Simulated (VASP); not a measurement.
# Si4F (I4/mmm) in VASP: notebook, part 2 of 2

VASP 6.6.1. The steps go on from the part before.

**4. Relaxation of cell and atoms, PBE**

INCAR reads:

```
PREC = Accurate
ENCUT = 600
EDIFF = 1E-6
ISMEAR = 0
SIGMA = 0.1
LREAL = F
LASPH = T
NELM = 100
ALGO = Normal
ISIF = 3
LWAVE = F
LCHARG = F
GGA = PE
IBRION = 2
NSW = 90
EDIFFG = -0.04
```

KPOINTS reads:

```
regular mesh
0
Gamma
  6 6 6
```

POSCAR reads:

```
Si4F
1.0
   -2.4382603457      2.4382603457      4.0502294209
    2.4382603457     -2.4382603457      4.0502294209
    2.4382603457      2.4382603457     -4.0502294209
Si F
4 1
Direct
    0.5000000000      0.5000000000      0.5000000000
    0.0000000000      0.0000000000      0.5000000000
    0.5000000000      0.0000000000      0.0000000000
    0.0000000000      0.5000000000      0.0000000000
    0.5000000000      0.5000000000      0.0000000000
```

The run is started by

```sh
> cat potpaw_PBE.64/Si/POTCAR potpaw_PBE.64/F/POTCAR > POTCAR
> mpirun -np 1 vasp_std > vasp.out
```

Run time: 2.1 min. Hardware: 1 thread of Intel Xeon 6975P-C (Granite Rapids), shared host; peak memory 0.27 GiB.

It converged, with:

| Quantity | Value |
| --- | --- |
| Free energy | -22.1158 eV |
| Relaxed volume | 18.48 Å³/atom |
| Relaxed cell | a = 5.158 Å, b = 5.158 Å, c = 5.158 Å, α = 122.90°, β = 122.90°, γ = 85.05° |
| Space group after relaxing (to 0.1 Å) | I4/mmm (No. 139) |
| Energy gained by relaxing | 3.9 meV/atom |
| Ionic steps | 9 |
| Pressure after relaxing | 0.1 GPa |
| Band gap on the k mesh | zero (an odd number of electrons rules out a gap without spin polarisation) |

The path:
| step | energy change (eV) | largest force (eV/Å) | pressure (GPa) | volume (Å³) |
| --- | --- | --- | --- | --- |
| 1 | 0.0000 | 0.0000 | 0.12 | 96.32 |
| 2 | -0.0042 | 0.0000 | -0.41 | 96.51 |
| 3 | -0.0052 | 0.0000 | -0.80 | 96.66 |
| 4 | -0.0081 | 0.0000 | -0.70 | 96.19 |
| 5 | -0.0146 | 0.0000 | -0.37 | 94.78 |
| 6 | -0.0185 | 0.0000 | 0.52 | 91.96 |
| 7 | -0.0187 | 0.0000 | 0.27 | 92.66 |
| 8 | -0.0188 | 0.0000 | 0.33 | 92.49 |
| 9 | -0.0196 | 0.0000 | 0.06 | 92.40 |

Final structure:
```yaml
crystal:
  lattice:
    - [-2.46514, 2.46514, 3.80138]
    - [2.46514, -2.46514, 3.80138]
    - [2.46514, 2.46514, -3.80138]
  atoms:
    - { symbol: Si, position: [0.50000, 0.50000, 0.50000] }
    - { symbol: Si, position: [0.00000, 0.00000, 0.50000] }
    - { symbol: Si, position: [0.50000, 0.00000, 0.00000] }
    - { symbol: Si, position: [0.00000, 0.50000, 0.00000] }
    - { symbol: F, position: [0.50000, 0.50000, 0.00000] }
```

Levels at points of the mesh, in eV from the Fermi level:
```
           k point  band 8  band 9  band 10  band 11  band 12  band 13  band 14  band 15
(0.00, 0.00, 0.00)   -4.89   -3.37    -1.18    -1.18    -0.17     0.46     1.49     1.49
(0.50, 0.00, 0.00)   -3.69   -3.47    -3.31    -1.18    -0.30     1.22     1.65     2.30
(0.50, 0.50, 0.00)   -4.72   -0.91    -0.60     1.26     1.26     1.60     1.60     2.00
(0.50, 0.50, 0.50)   -4.10   -4.10    -3.56    -1.10    -1.10     0.82     2.75     2.75
```

Caveat: an odd number of electrons without spin polarisation forces a metal; a magnetic or distorted state may lie lower.

**5. Single point, PBE**

This run uses another cell than the first one, of 19.06 Å³/atom.

INCAR reads:

```
SYSTEM = Si4F
  PREC = Accurate
  ENCUT = 520
  EDIFF = 1E-6
  ISMEAR = 0
  SIGMA = 0.1
  LREAL = .FALSE.
  LASPH = .TRUE.
  NELM = 80
  ALGO = Normal
  ISIF = 2
  LWAVE = .FALSE.
  LCHARG = .FALSE.
  GGA = PE
  NBANDS = 20
```

KPOINTS reads:

```
regular mesh
0
G
  12 12 12
  0 0 0
```

POSCAR, as its differences from that of step 4:

```diff
@@ -2,5 +2,5 @@
 1.0
-   -2.4382603457      2.4382603457      4.0502294209
-    2.4382603457     -2.4382603457      4.0502294209
-    2.4382603457      2.4382603457     -4.0502294209
+   -2.4460215197      2.4460215197      3.9819797233
+    2.4460215197     -2.4460215197      3.9819797233
+    2.4460215197      2.4460215197     -3.9819797233
 Si F
```

Potentials or basis: VASP PAW PBE potentials, release 64 (Si, F).

The run is started by

```sh
> cat potpaw_PBE.64/Si/POTCAR potpaw_PBE.64/F/POTCAR > POTCAR
> mpirun -np 1 vasp_std > vasp.out
```

OUTCAR:

```text
SYSTEM = Si4F
   PREC = Accurate
   ENCUT = 520
   EDIFF = 1E-6
   ISMEAR = 0
   LREAL = .FALSE.
   LASPH = .TRUE.
   NELM = 80
   ISIF = 2
   GGA = PE

 ion  position               nearest neighbor table
   1  0.500  0.500  0.500-   3 2.45   4 2.45   3 2.45   4 2.45
   2  0.000  0.000  0.500-   3 2.45   4 2.45   4 2.45   3 2.45
   3  0.500  0.000  0.000-   1 2.45   2 2.45   1 2.45   2 2.45
   4  0.000  0.500  0.000-   1 2.45   2 2.45   2 2.45   1 2.45
   5  0.500  0.500  0.000-

  LATTYP: Found a body centered tetragonal cell.
 ALAT       =     4.8920430394
 C/A-ratio  =     1.6279414107

  Lattice vectors:

 A1 = (  -2.4460215197,   2.4460215197,   3.9819797233)
 A2 = (   2.4460215197,  -2.4460215197,   3.9819797233)
 A3 = (   2.4460215197,   2.4460215197,  -3.9819797233)

Analysis of symmetry for initial positions (statically):
=====================================================================
 Subroutine PRICEL returns:
 Original cell was already a primitive cell.

 Routine SETGRP: Setting up the symmetry group for a
 body centered tetragonal supercell.

 Subroutine GETGRP returns: Found 16 space group operations
 (whereof 16 operations were pure point group operations)
 out of a pool of 16 trial point group operations.

The static configuration has the point symmetry D_4h.

Analysis of symmetry for dynamics (positions and initial velocities):
=====================================================================
 Subroutine PRICEL returns:
 Original cell was already a primitive cell.

 Routine SETGRP: Setting up the symmetry group for a
 body centered tetragonal supercell.

 Subroutine GETGRP returns: Found 16 space group operations
 (whereof 16 operations were pure point group operations)
 out of a pool of 16 trial point group operations.

The dynamic configuration has the point symmetry D_4h.

 Subroutine INISYM returns: Found 16 space group operations
 (whereof 16 operations are pure point group operations),
 and found     1 'primitive' translations

----------------------------------------------------------------------------------------

                                     Primitive cell

  volume of cell :      95.2971

  direct lattice vectors                    reciprocal lattice vectors
    -2.446021520  2.446021520  3.981979723     0.000000000  0.204413574  0.125565682
     2.446021520 -2.446021520  3.981979723     0.204413574  0.000000000  0.125565682
     2.446021520  2.446021520 -3.981979723     0.204413574  0.204413574  0.000000000

  length of vectors
     5.274675826  5.274675826  5.274675826     0.239899249  0.239899249  0.289084448

  position of ions in fractional coordinates (direct lattice)
     0.500000000  0.500000000  0.500000000
     0.000000000  0.000000000  0.500000000
     0.500000000  0.000000000  0.000000000
     0.000000000  0.500000000  0.000000000
     0.500000000  0.500000000  0.000000000

  ion indices of the primitive-cell ions
   primitive index   ion index
                 1           1
                 2           2
                 3           3
                 4           4
                 5           5

[... 20 lines left out ...]

 Subroutine IBZKPT returns following result:
 ===========================================

 Found    163 irreducible k-points:

 Following reciprocal coordinates:
            Coordinates               Weight
  0.000000  0.000000  0.000000      1.000000
  0.083333 -0.000000  0.000000      8.000000
  0.166667  0.000000 -0.000000      8.000000
  0.250000  0.000000  0.000000      8.000000
  0.333333  0.000000  0.000000      8.000000
  0.416667  0.000000 -0.000000      8.000000
[... 16 lines left out ...]
  0.500000  0.166667 -0.000000     16.000000
 -0.416667  0.166667  0.000000     16.000000
 [... further k-points ...]
   k-points           NKPTS =    163   k-points in BZ     NKDIM =    163   number of bands    NBANDS=     20
   number of dos      NEDOS =    301   number of ions     NIONS =      5
   total plane-waves  NPLWV =  64000
   dimension x,y,z NGX =    40 NGY =   40 NGZ =   40
   dimension x,y,z NGXF=    80 NGYF=   80 NGZF=   80
   ions per type =               4   1
   NGX,Y,Z   is equivalent  to a cutoff of  12.61, 12.61, 12.61 a.u.
   NGXF,Y,Z  is equivalent  to a cutoff of  25.21, 25.21, 25.21 a.u.
 SYSTEM =  Si4F
   PREC   = accura    normal or accurate (medium, high low for compatibility)
   ISTART =      0    job   : 0-new  1-cont  2-samecut
   ICHARG =      2    charge: 1-file 2-atom 10-const
   ISPIN  =      1    spin polarized calculation?
   LNONCOLLINEAR =      F non collinear calculations
   LSORBIT =      F    spin-orbit coupling
   LASPH  =      T    aspherical Exc in radial PAW
   ENCUT  =  520.0 eV  38.22 Ry    6.18 a.u.   9.81  9.81  9.81*2*pi/ulx,y,z
   NELM   =     80;   NELMIN=  2; NELMDL= -5     # of ELM steps
   EDIFF  = 0.1E-05   stopping-criterion for ELM
   LREAL  =      F    real-space projection
   EDIFFG = 0.1E-04   stopping-criterion for IOM
   NSW    =      0    number of steps for IOM
   IBRION =     -1    ionic relax: 0-MD 1-quasi-New 2-CG
   NFREE  =      0    steps in history (QN), initial steepest desc. (CG)
   ISIF   =      2    stress and relaxation
   ISYM   =      2    0-nonsym 1-usesym 2-fastsym
   POTIM  = 0.5000    time-step for ionic-motion
   TEBEG  =    0.0;   TEEND  =   0.0 temperature during run
   PSTRESS=    0.0 pullay stress
   NELECT =      23.0000    total number of electrons
   NUPDOWN=      -1.0000    fix difference up-down
   EMIN   =  10.00;   EMAX   =-10.00  energy-range for DOS
   EFERMI =   0.00;   METHOD = LEGACY
   ISMEAR =     0;   SIGMA  =   0.10  broadening in eV -4-tet -1-fermi 0-gaus
   EFERMI_NEDOS =   21; number of points for ismear=-14 and -15
   IALGO  =     38    algorithm
   IMIX   =      4    mixing-type and parameters
     AMIX     =   0.40;   BMIX     =  1.00
     AMIX_MAG =   1.60;   BMIX_MAG =  1.00
  volume/ion in A,a.u.               =      19.06       128.62
  Fermi-wavevector in a.u.,A,eV,Ry     =   1.019274  1.926148 14.135356  1.038919
  Thomas-Fermi vector in A             =   2.152779
   LORBIT       =      0    0 simple, 1 ext, 2 COOP (PROOUT), +10 PAW based schemes
   GGA     = PE    functional components
   LHFCALC =     F    Hartree Fock is set to
   AEXX    =    0.0000 exact exchange contribution
   IVDW    =     0    specifies the selected vdW correction
   LEPSILON=     F    determine dielectric tensor
   LRPA    =     F    only Hartree local field effects (RPA)
 non-spin polarized calculation
 Gauss-broadening in eV      SIGMA  =   0.10
  energy-cutoff  :      520.00
  volume of cell :       95.30
 maximum number of plane-waves:      2600
   NGX = 19   NGY = 19   NGZ = 19

 number of electron      22.9999993 magnetization

 Free energy of the ion-electron system (eV)
  ---------------------------------------------------
  ext. energy  EPLUGINS =         0.00000000
  ---------------------------------------------------
  free energy    TOTEN  =       -22.10595039 eV

  energy without entropy =      -22.09566437  energy(sigma->0) =      -22.10080738

 E-fermi :   4.9793     XC(G=0):  -9.2893

 val. band max:        4.9720279912   @ k =   0.5000   0.1667  -0.0000
 cond. band min:       4.9831599181   @ k =   0.3333   0.2500   0.0833
 fundamental gap:      0.0111319269
 Fermi energy:         4.9792791309

 k-point     1 :       0.0000    0.0000    0.0000
  band No.  band energies     occupation
      1     -18.4776      2.00000
      2      -6.5321      2.00000
      3      -2.0454      2.00000
      4      -0.9622      2.00000
      5      -0.9622      2.00000
      6      -0.4607      2.00000
[... 541 lines left out ...]
     19      11.4279      0.00000
     20      11.8998      0.00000

 [... further k-points ...]

------------------------ aborting loop because EDIFF is reached ----------------------------------------

  FORCE on cell =-STRESS in cart. coord.  units (eV):
  Direction    XX          YY          ZZ          XY          YZ          ZX
  --------------------------------------------------------------------------------------
  -------------------------------------------------------------------------------------
  Total       -0.0610620     -0.0610620     -0.0363334      0.0000000      0.0000000      0.0000000
  in kB       -1.0266023     -1.0266023     -0.6108539      0.0000000      0.0000000      0.0000000
  external PRESSURE =      -0.8880195 kB  Pullay stress =       0.0000000 kB

 VOLUME and BASIS-vectors are now :
 -----------------------------------------------------------------------------
  energy-cutoff  :      520.00
  volume of cell :       95.30
      direct lattice vectors                 reciprocal lattice vectors
    -2.446021520  2.446021520  3.981979723     0.000000000  0.204413574  0.125565682
     2.446021520 -2.446021520  3.981979723     0.204413574  0.000000000  0.125565682
     2.446021520  2.446021520 -3.981979723     0.204413574  0.204413574  0.000000000

 POSITION                                       TOTAL-FORCE (eV/Angst)
 -----------------------------------------------------------------------------------
      1.22301      1.22301      1.99099         0.000000     -0.000000      0.000000
      1.22301      1.22301     -1.99099         0.000000     -0.000000      0.000000
     -1.22301      1.22301      1.99099         0.000000     -0.000000      0.000000
      1.22301     -1.22301      1.99099         0.000000     -0.000000      0.000000
      0.00000      0.00000      3.98198        -0.000000      0.000000     -0.000000
 -----------------------------------------------------------------------------------
    total drift:                               -0.000000     -0.000000      0.000000

  FREE ENERGIE OF THE ION-ELECTRON SYSTEM (eV)
  ---------------------------------------------------
  free  energy   TOTEN  =       -22.1059503937 eV

  energy  without entropy=      -22.0956643698  energy(sigma->0) =      -22.10080738
```

OSZICAR:

```text
N       E                     dE             d eps       ncg     rms          rms(c)
DAV:   1     0.776367992657E+02    0.77637E+02   -0.95872E+03  6520   0.951E+02
DAV:   2    -0.169377508292E+02   -0.94575E+02   -0.90606E+02  8336   0.174E+02
DAV:   3    -0.230498050705E+02   -0.61121E+01   -0.60314E+01  8124   0.441E+01
DAV:   4    -0.231102767444E+02   -0.60472E-01   -0.60400E-01  7772   0.508E+00
DAV:   5    -0.231110845373E+02   -0.80779E-03   -0.80771E-03  8064   0.572E-01    0.736E+00
DAV:   6    -0.223492326729E+02    0.76185E+00   -0.35698E+00  7812   0.156E+01    0.474E+00
DAV:   7    -0.221628381726E+02    0.18639E+00   -0.90611E-01  7540   0.725E+00    0.216E+00
DAV:   8    -0.221047205688E+02    0.58118E-01   -0.25337E-01  7404   0.244E+00    0.299E-01
DAV:   9    -0.221056307846E+02   -0.91022E-03   -0.17085E-02  7344   0.771E-01    0.224E-01
DAV:  10    -0.221058793410E+02   -0.24856E-03   -0.15601E-03  7436   0.243E-01    0.687E-02
DAV:  11    -0.221059351939E+02   -0.55853E-04   -0.17870E-04  7600   0.925E-02    0.356E-02
DAV:  12    -0.221059503125E+02   -0.15119E-04   -0.38151E-05  7116   0.414E-02    0.538E-03
DAV:  13    -0.221059503937E+02   -0.81265E-07   -0.47209E-06  7616   0.126E-02
   1 F= -.22105950E+02 E0= -.22100807E+02  d E =-.102860E-01
```

It took 1.7 min on 1 thread of Intel Xeon 6975P-C (Granite Rapids), shared host; peak memory 0.39 GiB.

What came out:

- Free energy: -22.1060 eV
- Pressure: -0.1 GPa
- Band gap on the k mesh: zero (an odd number of electrons rules out a gap without spin polarisation)

Levels at points of the mesh, in eV from the Fermi level:
| k point | band 9 | band 10 | band 11 | band 12 | band 13 | band 14 | band 15 | band 16 |
| --- | --- | --- | --- | --- | --- | --- | --- | --- |
| (0.00, 0.00, 0.00) | -3.66 | -1.15 | -1.15 | 0.04 | 0.19 | 1.62 | 1.62 | 2.59 |
| (0.50, 0.00, 0.00) | -3.48 | -3.41 | -1.26 | -0.35 | 1.25 | 1.59 | 2.43 | 3.48 |
| (0.50, 0.50, 0.00) | -0.77 | -0.40 | 0.92 | 1.35 | 1.54 | 1.58 | 1.92 | 2.12 |
| (0.50, 0.50, 0.50) | -3.93 | -3.54 | -1.15 | -1.15 | 0.91 | 2.45 | 2.45 | 3.42 |

Caveat: an odd number of electrons without spin polarisation forces a metal; a magnetic or distorted state may lie lower.

**6. Relaxation of cell and atoms, PBE**

This run uses another cell than the first one, of 18.60 Å³/atom.

INCAR reads:

```
SYSTEM = Si4F
ALGO = Normal
EDIFF = 1E-7
EDIFFG = -0.01
ENCUT = 600
GGA = PE
IBRION = 2
ISIF = 3
ISMEAR = 0
LASPH = .TRUE.
LCHARG = .FALSE.
LREAL = .FALSE.
LWAVE = .FALSE.
NELM = 60
NSW = 100
PREC = Accurate
SIGMA = 0.1
```

KPOINTS reads:

```
k-points
0
G
  12 12 12
  0 0 0
```

POSCAR, as its differences from that of step 5:

```diff
@@ -2,5 +2,5 @@
 1.0
-   -2.4460215197      2.4460215197      3.9819797233
-    2.4460215197     -2.4460215197      3.9819797233
-    2.4460215197      2.4460215197     -3.9819797233
+   -2.4639090554      2.4639090554      3.8295838574
+    2.4639090554     -2.4639090554      3.8295838574
+    2.4639090554      2.4639090554     -3.8295838574
 Si F
```

Potentials or basis: VASP PAW PBE potentials, release 64 (Si, F).

The run is started by

```sh
> cat potpaw_PBE.64/Si/POTCAR potpaw_PBE.64/F/POTCAR > POTCAR
> mpirun -np 1 vasp_std > vasp.out
```

It took 11 min on 1 thread of Intel Xeon 6975P-C (Granite Rapids), shared host; peak memory 0.43 GiB.

Results (log left out):

* Free energy: -22.1064 eV
* Relaxed volume: 19.00 Å³/atom
* Relaxed cell: a = 5.267 Å, b = 5.267 Å, c = 5.267 Å, α = 124.67°, β = 124.67°, γ = 82.09°
* Space group after relaxing (to 0.1 Å): I4/mmm (No. 139)
* Energy gained by relaxing: 2.0 meV/atom
* Ionic steps: 9
* Pressure after relaxing: 0.0 GPa
* Band gap on the k mesh: zero (an odd number of electrons rules out a gap without spin polarisation)

The path:
```csv
step,energy change (eV),largest force (eV/Å),pressure (GPa),volume (Å³)
1,0.0000,0.0000,-0.27,93.00
2,-0.0029,0.0000,0.36,92.57
3,-0.0030,0.0000,0.52,92.46
4,-0.0057,0.0000,0.41,92.98
5,-0.0098,0.0000,0.15,94.53
6,-0.0100,0.0000,0.09,94.88
7,-0.0100,0.0000,0.09,94.95
8,-0.0100,0.0000,-0.13,95.12
9,-0.0101,0.0000,0.01,95.02
```

Final structure:
```xyz
5
Lattice="-2.4455 2.4455 3.9720 2.4455 -2.4455 3.9720 2.4455 2.4455 -3.9720" Properties=species:S:1:pos:R:3 pbc="T T T"
Si    1.2228    1.2228    1.9860
Si    1.2228    1.2228   -1.9860
Si   -1.2228    1.2228    1.9860
Si    1.2228   -1.2228    1.9860
F     2.4455    2.4455    0.0000
```

Levels at points of the mesh, in eV from the Fermi level:
```tsv
k point	band 10	band 11	band 12	band 13	band 14	band 15
(0.00, 0.00, 0.00)	-1.16	-1.16	0.06	0.18	1.61	1.61
(0.50, 0.00, 0.00)	-3.41	-1.27	-0.36	1.25	1.59	2.42
(0.50, 0.50, 0.00)	-0.41	0.93	1.34	1.54	1.58	1.92
(0.50, 0.50, 0.50)	-3.55	-1.16	-1.16	0.91	2.46	2.46
```

Caveat: an odd number of electrons without spin polarisation forces a metal; a magnetic or distorted state may lie lower.

**7. The runs side by side**

```csv
task,cell,k mesh,cutoff (eV),gap on the mesh (eV),pressure (GPa),relaxed volume (Å³/atom)
single point,"a = 5.319 Å, angles 125.4, 125.4, 80.8°, 5 atoms",4 × 4 × 4,520,none,0.0,-
single point,"a = 5.178 Å, angles 123.2, 123.2, 84.6°, 5 atoms",6 × 6 × 6,520,none,-0.1,-
relaxation of cell and atoms,"relaxed from a = 5.319 Å, angles 125.4, 125.4, 80.8°, 5 atoms",6 × 6 × 6,600,none,0.1,18.48
single point,"a = 5.275 Å, angles 124.7, 124.7, 82.0°, 5 atoms",12 × 12 × 12,520,none,-0.1,-
relaxation of cell and atoms,"relaxed from a = 5.178 Å, angles 123.2, 123.2, 84.6°, 5 atoms",12 × 12 × 12,600,none,0.0,19.00
```

Alike in all rows: level PBE; potentials or basis VASP PAW PBE potentials, release 64 (Si, F); no spin polarisation; smearing gaussian 0.1 eV.

Caveats: some runs use coarse meshes; an odd number of electrons without spin polarisation forces a metal; a magnetic or distorted state may lie lower.

Total energies depend on the potentials used, so only differences within one code and one set of settings carry meaning.

The gap in the log of VASP goes by the Fermi energy; the results here count the filled bands.